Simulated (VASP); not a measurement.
Wanted: the native input for a VASP 6.6.1 run.

```yaml
Task: single point
Functional: PBE
Potentials_or_basis: VASP PAW PBE potentials, release 64 (Al, Ru_pv)
Cutoff: 520 eV
k_mesh: 12 × 12 × 12
Occupations: fermi-dirac, width 0.05 eV
Spin: no spin polarisation
Dipole_correction: no
Further_INCAR_settings: ALGO = Normal; EDIFF = 1e-06; NBANDS = 16
```

The structure of AlRu lies in POSCAR:

```
AlRu
1.0
    2.9767532582      0.0000000000      0.0000000000
    0.0000000000      2.9767532582      0.0000000000
    0.0000000000      0.0000000000      3.0215160000
Al Ru
1 1
Direct
    0.0000000000      0.0000000000      0.0000000000
    0.5000000000      0.5000000000      0.5000000000
```

This cell differs from its parent crystal: z stretched by +1 % at fixed volume.

These files were run (other wordings do the same):

INCAR

```
SYSTEM = AlRu
PREC = Accurate
ENCUT = 520
EDIFF = 1E-6
ISMEAR = -1
SIGMA = 0.05
LREAL = .False.
LASPH = .True.
NELM = 80
ALGO = Normal
ISIF = 2
LWAVE = .False.
LCHARG = .True.
GGA = PE
LELF = .True.
LVHAR = .True.
NBANDS = 16
```

KPOINTS

```
regular mesh
0
Gamma
  12 12 12
  0 0 0
```

Potentials or basis: VASP PAW PBE potentials, release 64 (Al, Ru_pv).

Command:

```sh
$ cat potpaw_PBE.64/Al/POTCAR potpaw_PBE.64/Ru_pv/POTCAR > POTCAR
$ mpirun -np 1 vasp_std > vasp.out
```

Results of the run:

The pressure is 2.5 GPa.

Run time: 18 s on 1 thread of Intel(R) Xeon(R) 6975P-C (Granite Rapids), on a shared host, peak memory 0.2 GiB.
